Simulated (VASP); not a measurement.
# HfN (P6_3/mmc) in VASP: further runs

HfN is run at these levels: PBEsol; tasks: single point.

Everything below comes from runs of VASP 6.6.1. Logs are shortened: lines on timing, memory, paths and dates and some standing lists are left out, and cuts for length are marked.

### Step 1. The cell of the first run

It takes space group P6_3/mmc (No. 194, hexagonal). The conventional cell has a = 3.096 Å, b = 3.096 Å, c = 5.514 Å, α = 90.00°, β = 90.00°, γ = 120.00°. Hf (site symmetry -6m2) has 6 N at 2.26 Å within 3.0 Å. Within 3.0 Å of N (site symmetry -3m) lie 6 Hf at 2.26 Å and 2 N at 2.76 Å.

### Step 2. Single point, PBEsol (strained)

File INCAR:

```
PREC = Accurate ; ENCUT = 520
EDIFF = 1E-6 ; ISMEAR = 0
SIGMA = 0.1 ; LREAL = False
LASPH = True ; NELM = 100
ALGO = Normal ; ISIF = 2
LWAVE = False ; LCHARG = False
GGA = PS ; NBANDS = 23
```

File KPOINTS:

```
Automatic mesh
0
Gamma
  15 15 8
```

File POSCAR:

```
HfN
1.0
    3.0964264820      0.0000000000      0.0000000000
   -1.5482132410      2.6815839943      0.0000000000
    0.0000000000      0.0000000000      5.5144862097
Hf N
2 2
Direct
    0.6666666700      0.3333333300      0.7500000000
    0.3333333300      0.6666666700      0.2500000000
    0.0000000000      0.0000000000      0.0000000000
    0.0000000000      0.0000000000      0.5000000000
```

Potentials or basis: VASP PAW PBE potentials, release 64 (Hf_pv, N).

Command:

```bash
cat potpaw_PBE.64/Hf_pv/POTCAR potpaw_PBE.64/N/POTCAR > POTCAR
mpirun -np 1 vasp_std > vasp.out
```

OUTCAR:

```text
PREC = Accurate
   ENCUT = 520
   EDIFF = 1E-6
   ISMEAR = 0
   LREAL = False
   LASPH = True
   NELM = 100
   ISIF = 2
   GGA = PS

 ion  position               nearest neighbor table
   1  0.667  0.333  0.750-   3 2.26   4 2.26   3 2.26   4 2.26   3 2.26   4 2.26   2 3.29   2 3.29
                             2 3.29   2 3.29   2 3.29   2 3.29
   2  0.333  0.667  0.250-   3 2.26   4 2.26   3 2.26   4 2.26   3 2.26   4 2.26   1 3.29   1 3.29
                             1 3.29   1 3.29   1 3.29   1 3.29
   3  0.000  0.000  0.000-   1 2.26   2 2.26   2 2.26   1 2.26   1 2.26   2 2.26
   4  0.000  0.000  0.500-   1 2.26   2 2.26   2 2.26   1 2.26   1 2.26   2 2.26

  LATTYP: Found a hexagonal cell.
 ALAT       =     3.0964264820
 C/A-ratio  =     1.7809194702

  Lattice vectors:

 A1 = (   3.0964264820,   0.0000000000,   0.0000000000)
 A2 = (  -1.5482132410,   2.6815839943,   0.0000000000)
 A3 = (   0.0000000000,   0.0000000000,   5.5144862097)

Analysis of symmetry for initial positions (statically):
=====================================================================
 Subroutine PRICEL returns:
 Original cell was already a primitive cell.

 Routine SETGRP: Setting up the symmetry group for a
 hexagonal supercell.

 Subroutine GETGRP returns: Found 24 space group operations
 (whereof 12 operations were pure point group operations)
 out of a pool of 24 trial point group operations.

The static configuration has the point symmetry D_3d.
 The point group associated with its full space group is D_6h.

Analysis of symmetry for dynamics (positions and initial velocities):
=====================================================================
 Subroutine PRICEL returns:
 Original cell was already a primitive cell.

 Routine SETGRP: Setting up the symmetry group for a
 hexagonal supercell.

 Subroutine GETGRP returns: Found 24 space group operations
 (whereof 12 operations were pure point group operations)
 out of a pool of 24 trial point group operations.

The dynamic configuration has the point symmetry D_3d.
 The point group associated with its full space group is D_6h.

 Subroutine INISYM returns: Found 24 space group operations
 (whereof 12 operations are pure point group operations),
 and found     1 'primitive' translations

----------------------------------------------------------------------------------------

                                     Primitive cell

  volume of cell :      45.7886

  direct lattice vectors                    reciprocal lattice vectors
     3.096426482  0.000000000  0.000000000     0.322952928  0.186456960  0.000000000
    -1.548213241  2.681583994  0.000000000     0.000000000  0.372913920  0.000000000
     0.000000000  0.000000000  5.514486210     0.000000000  0.000000000  0.181340557

  length of vectors
     3.096426482  3.096426482  5.514486210     0.372913920  0.372913920  0.181340557

  position of ions in fractional coordinates (direct lattice)
     0.666666670  0.333333330  0.750000000
     0.333333330  0.666666670  0.250000000
     0.000000000  0.000000000  0.000000000
     0.000000000  0.000000000  0.500000000

  ion indices of the primitive-cell ions
   primitive index   ion index
                 1           1
                 2           2
                 3           3
                 4           4

----------------------------------------------------------------------------------------

 KPOINTS: Automatic mesh

Automatic generation of k-mesh.
 Grid dimensions read from file:
 generate k-points for:   15   15    8

 Generating k-lattice:

  Cartesian coordinates                     Fractional coordinates (reciprocal lattice)
     0.021530195  0.012430464  0.000000000     0.066666667  0.000000000  0.000000000
     0.000000000  0.024860928  0.000000000     0.000000000  0.066666667  0.000000000
     0.000000000  0.000000000  0.022667570     0.000000000  0.000000000  0.125000000

  Length of vectors
     0.024860928  0.024860928  0.022667570

  Shift w.r.t. Gamma in fractional coordinates (k-lattice)
     0.000000000  0.000000000  0.000000000

 Subroutine IBZKPT returns following result:
 ===========================================

 Found    135 irreducible k-points:

 Following reciprocal coordinates:
            Coordinates               Weight
  0.000000  0.000000  0.000000      1.000000
  0.066667 -0.000000  0.000000      6.000000
  0.133333  0.000000  0.000000      6.000000
  0.200000  0.000000  0.000000      6.000000
  0.266667  0.000000  0.000000      6.000000
  0.333333 -0.000000  0.000000      6.000000
[... 16 lines left out ...]
  0.333333  0.200000  0.000000     12.000000
  0.400000  0.200000  0.000000      6.000000
 [... further k-points ...]
   k-points           NKPTS =    135   k-points in BZ     NKDIM =    135   number of bands    NBANDS=     23
   number of dos      NEDOS =    301   number of ions     NIONS =      4
   total plane-waves  NPLWV =  24192
   dimension x,y,z NGX =    24 NGY =   24 NGZ =   42
   dimension x,y,z NGXF=    48 NGYF=   48 NGZF=   84
   ions per type =               2   2
   NGX,Y,Z   is equivalent  to a cutoff of  12.89, 12.89, 12.66 a.u.
   NGXF,Y,Z  is equivalent  to a cutoff of  25.77, 25.77, 25.32 a.u.
 SYSTEM =  unknown system
   PREC   = accura    normal or accurate (medium, high low for compatibility)
   ISTART =      0    job   : 0-new  1-cont  2-samecut
   ICHARG =      2    charge: 1-file 2-atom 10-const
   ISPIN  =      1    spin polarized calculation?
   LNONCOLLINEAR =      F non collinear calculations
   LSORBIT =      F    spin-orbit coupling
   LASPH  =      T    aspherical Exc in radial PAW
   ENCUT  =  520.0 eV  38.22 Ry    6.18 a.u.   5.76  5.76 10.25*2*pi/ulx,y,z
   NELM   =    100;   NELMIN=  2; NELMDL= -5     # of ELM steps
   EDIFF  = 0.1E-05   stopping-criterion for ELM
   LREAL  =      F    real-space projection
   EDIFFG = 0.1E-04   stopping-criterion for IOM
   NSW    =      0    number of steps for IOM
   IBRION =     -1    ionic relax: 0-MD 1-quasi-New 2-CG
   NFREE  =      0    steps in history (QN), initial steepest desc. (CG)
   ISIF   =      2    stress and relaxation
   ISYM   =      2    0-nonsym 1-usesym 2-fastsym
   POTIM  = 0.5000    time-step for ionic-motion
   TEBEG  =    0.0;   TEEND  =   0.0 temperature during run
   PSTRESS=    0.0 pullay stress
   NELECT =      30.0000    total number of electrons
   NUPDOWN=      -1.0000    fix difference up-down
   EMIN   =  10.00;   EMAX   =-10.00  energy-range for DOS
   EFERMI =   0.00;   METHOD = LEGACY
   ISMEAR =     0;   SIGMA  =   0.10  broadening in eV -4-tet -1-fermi 0-gaus
   EFERMI_NEDOS =   21; number of points for ismear=-14 and -15
   IALGO  =     38    algorithm
   IMIX   =      4    mixing-type and parameters
     AMIX     =   0.40;   BMIX     =  1.00
     AMIX_MAG =   1.60;   BMIX_MAG =  1.00
  volume/ion in A,a.u.               =      11.45        77.25
  Fermi-wavevector in a.u.,A,eV,Ry     =   1.421880  2.686963 27.507466  2.021742
  Thomas-Fermi vector in A             =   2.542643
   LORBIT       =      0    0 simple, 1 ext, 2 COOP (PROOUT), +10 PAW based schemes
   GGA     = PS    functional components
   LHFCALC =     F    Hartree Fock is set to
   AEXX    =    0.0000 exact exchange contribution
   IVDW    =     0    specifies the selected vdW correction
   LEPSILON=     F    determine dielectric tensor
   LRPA    =     F    only Hartree local field effects (RPA)
 non-spin polarized calculation
 Gauss-broadening in eV      SIGMA  =   0.10
  energy-cutoff  :      520.00
  volume of cell :       45.79
 maximum number of plane-waves:      1248
 NGX is ok and might be reduce to    24
   NGX = 11   NGY = 11   NGZ = 21

 number of electron      29.9999991 magnetization

 Free energy of the ion-electron system (eV)
  ---------------------------------------------------
  ext. energy  EPLUGINS =         0.00000000
  ---------------------------------------------------
  free energy    TOTEN  =       -45.82964046 eV

  energy without entropy =      -45.82666031  energy(sigma->0) =      -45.82815038

 E-fermi :   7.7146     XC(G=0): -12.9367

 val. band max:        7.6998904685   @ k =   0.4000   0.1333   0.5000
 cond. band min:       7.7490564988   @ k =   0.0667   0.0667   0.2500
 fundamental gap:      0.0491660303
 Fermi energy:         7.7146094422

 k-point     1 :       0.0000    0.0000    0.0000
  band No.  band energies     occupation
      1     -23.8022      2.00000
      2     -22.9631      2.00000
      3     -22.8061      2.00000
      4     -22.8061      2.00000
      5     -22.7548      2.00000
      6     -22.7548      2.00000
[... 15 lines left out ...]
     22      13.2548      0.00000
     23      13.2548      0.00000

 k-point     2 :       0.0667   -0.0000    0.0000
  band No.  band energies     occupation
      1     -23.7854      2.00000
      2     -22.9633      2.00000
      3     -22.8494      2.00000
      4     -22.8192      2.00000
      5     -22.7972      2.00000
      6     -22.7593      2.00000
[... 15 lines left out ...]
     22      13.0763      0.00000
     23      13.2471      0.00000

 k-point     3 :       0.1333    0.0000    0.0000
  band No.  band energies     occupation
      1     -23.7369      2.00000
      2     -22.9737      2.00000
      3     -22.9647      2.00000
      4     -22.9113      2.00000
      5     -22.8538      2.00000
      6     -22.7744      2.00000
[... 15 lines left out ...]
     22      12.6569      0.00000
     23      13.2411      0.00000
[... 495 lines left out ...]
 k-point    23 :       0.3333    0.2000    0.0000
  band No.  band energies     occupation
      1     -23.6639      2.00000
      2     -23.4911      2.00000
      3     -23.2811      2.00000
      4     -23.2137      2.00000
      5     -23.0961      2.00000
      6     -23.0718      2.00000
[... 15 lines left out ...]
     22      14.5171      0.00000
     23      14.9294      0.00000

 k-point    24 :       0.4000    0.2000    0.0000
  band No.  band energies     occupation
      1     -23.6874      2.00000
      2     -23.4979      2.00000
      3     -23.2450      2.00000
      4     -23.2431      2.00000
      5     -23.1114      2.00000
      6     -23.0936      2.00000
[... 15 lines left out ...]
     22      14.6999      0.00000
     23      15.1585      0.00000

 [... further k-points ...]
[... 5 lines left out ...]
  --------------------------------------------------------------------------------------
  -------------------------------------------------------------------------------------
  Total        0.4669784      0.4669784     -3.3473720      0.0000000      0.0000000     -0.0000000
  in kB       16.3399268     16.3399268   -117.1270816      0.0000000      0.0000000     -0.0000000
  external PRESSURE =     -28.1490760 kB  Pullay stress =       0.0000000 kB

 VOLUME and BASIS-vectors are now :
 -----------------------------------------------------------------------------
  energy-cutoff  :      520.00
  volume of cell :       45.79
      direct lattice vectors                 reciprocal lattice vectors
     3.096426482  0.000000000  0.000000000     0.322952928  0.186456960  0.000000000
    -1.548213241  2.681583994  0.000000000     0.000000000  0.372913920  0.000000000
     0.000000000  0.000000000  5.514486210     0.000000000  0.000000000  0.181340557

 POSITION                                       TOTAL-FORCE (eV/Angst)
 -----------------------------------------------------------------------------------
      1.54821      0.89386      4.13586        -0.000000     -0.000000      0.000000
     -0.00000      1.78772      1.37862         0.000000      0.000000      0.000000
      0.00000      0.00000      0.00000         0.000000      0.000000      0.000000
      0.00000      0.00000      2.75724         0.000000      0.000000      0.000000
 -----------------------------------------------------------------------------------
    total drift:                               -0.000004      0.000002     -0.000000

  FREE ENERGIE OF THE ION-ELECTRON SYSTEM (eV)
  ---------------------------------------------------
  free  energy   TOTEN  =       -45.8296404562 eV

  energy  without entropy=      -45.8266603096  energy(sigma->0) =      -45.82815038
```

Wall time 62 s (1 thread of Intel Xeon Platinum 8488C (Sapphire Rapids), shared host); peak memory 0.25 GiB.

Results:

```yaml
Free_energy: -45.8296 eV
Pressure: -2.8 GPa
Band_gap_on_the_k_mesh: zero (band 15 reaches 9.50 eV, above the bottom of band 16 at 7.24 eV)
```

Levels at points of the mesh, in eV from the Fermi level:
| k point | band 12 | band 13 | band 14 | band 15 | band 16 | band 17 | band 18 | band 19 |
| --- | --- | --- | --- | --- | --- | --- | --- | --- |
| (0.00, 0.00, 0.00) | -3.37 | -3.37 | -1.85 | -0.89 | 0.81 | 0.81 | 1.40 | 2.16 |
| (0.00, 0.00, 0.50) | -4.12 | -4.12 | -4.12 | 1.79 | 1.79 | 2.90 | 2.90 | 2.90 |

Caveat: the cell differs from its parent crystal (strained); the PAW data sets were made with another functional, which shifts forces and pressure a little; spin-orbit coupling is left out, which moves the levels of the heavy elements.

### Step 3. Single point, PBEsol

This run uses another cell than the first one, of 11.52 Å³/atom, 1.006 times its volume.

File INCAR:

```
PREC = Accurate
ENCUT = 520
EDIFF = 1E-6
ISMEAR = 0
SIGMA = 0.1
LREAL = F
LASPH = T
NELM = 80
ALGO = Normal
ISIF = 2
LWAVE = F
LCHARG = F
GGA = PS
NBANDS = 23
```

File KPOINTS:

```
Automatic mesh
0
Gamma
  6 6 4
```

File POSCAR:

```
HfN
1.0
    3.1339080219      0.0000000000      0.0000000000
   -1.5669540110      2.7140439601      0.0000000000
    0.0000000000      0.0000000000      5.4167677200
Hf N
2 2
Direct
    0.6666666700      0.3333333300      0.7500000000
    0.3333333300      0.6666666700      0.2500000000
    0.0000000000      0.0000000000      0.0000000000
    0.0000000000      0.0000000000      0.5000000000
```

Potentials or basis: VASP PAW PBE potentials, release 64 (Hf_pv, N).

Command:

```bash
cat potpaw_PBE.64/Hf_pv/POTCAR potpaw_PBE.64/N/POTCAR > POTCAR
mpirun -np 1 vasp_std > vasp.out
```

Wall time 9.4 s (1 thread of Intel Xeon 6975P-C (Granite Rapids), shared host); peak memory 0.16 GiB.

The run converged. Its results:

- Free energy: -45.8482 eV
- Pressure: -4.3 GPa
- Band gap on the k mesh: zero (band 15 reaches 9.62 eV, above the bottom of band 16 at 7.31 eV)

Stress tensor (GPa, compression positive):
```
-4.61  0.00  0.00
 0.00 -4.61  0.00
 0.00  0.00 -3.81
```

Levels at points of the mesh, in eV from the Fermi level:
```tsv
k point	band 12	band 13	band 14	band 15	band 16	band 17	band 18	band 19
(0.00, 0.00, 0.00)	-3.42	-3.42	-1.55	-0.48	0.86	0.86	1.21	1.98
(0.50, 0.00, 0.00)	-5.32	-3.09	-2.66	-2.26	2.60	2.89	4.60	4.80
(0.00, 0.00, 0.50)	-4.22	-4.22	-4.22	2.01	2.01	3.05	3.05	3.05
(0.50, 0.00, 0.50)	-5.32	-4.31	-4.31	-0.13	-0.13	4.89	4.89	4.95
```

Caveat: the k points lie up to 0.39 Å⁻¹ apart; the PAW data sets were made with another functional, which shifts forces and pressure a little; spin-orbit coupling is left out, which moves the levels of the heavy elements.

(Part 1 of 2 ends here.)
